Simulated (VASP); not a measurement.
A run of VASP 6.6.1:

Contents of POSCAR:

```
Ta
1.0
    4.6372100072      0.0000000000      0.0000000000
   -2.3186050036      4.0159416689      0.0000000000
    0.0000000000      0.0000000000      5.3355649688
Ta
4
Direct
    0.3333333333      0.6666666667      0.4999099588
    0.6666666667      0.3333333333      0.9999099588
    0.6666666667      0.3333333333      0.5000900412
    0.3333333333      0.6666666667      0.0000900412
```

INCAR.step1

```
PREC = Accurate
ENCUT = 520
ISMEAR = 0
SIGMA = 0.1
LREAL = F
LASPH = T
NELM = 80
NBANDS = 30
GGA = PE
ALGO = Normal
EDIFF = 1E-4
LWAVE = T
LCHARG = F
```

File INCAR.step2:

```
PREC = Accurate
ENCUT = 520
EDIFF = 1E-6
ISMEAR = 0
SIGMA = 0.1
LREAL = F
LASPH = T
NELM = 80
ALGO = Normal
ISIF = 2
LWAVE = F
LCHARG = F
METAGGA = R2SCAN
LMIXTAU = T
NBANDS = 30
ISTART = 1
```

Contents of KPOINTS:

```
Automatic mesh
0
Gamma
  6 6 4
```

Potentials or basis: VASP PAW PBE potentials, release 64 (Ta_pv).

Launch:

```console
$ cat potpaw_PBE.64/Ta_pv/POTCAR > POTCAR
$ cp INCAR.step1 INCAR
$ mpirun -np 1 vasp_std > vasp.out
$ cp INCAR.step2 INCAR
$ mpirun -np 1 vasp_std > vasp.out
```

Hardware: 1 thread of AMD EPYC 7R13 Processor (Zen 3) (shared host).

Question: How long does it take, and how much memory?

Answer: It took 3.2 min on 1 thread of AMD EPYC 7R13 Processor (Zen 3), on a shared host, peak memory 0.21 GiB. Counts: k points 21.
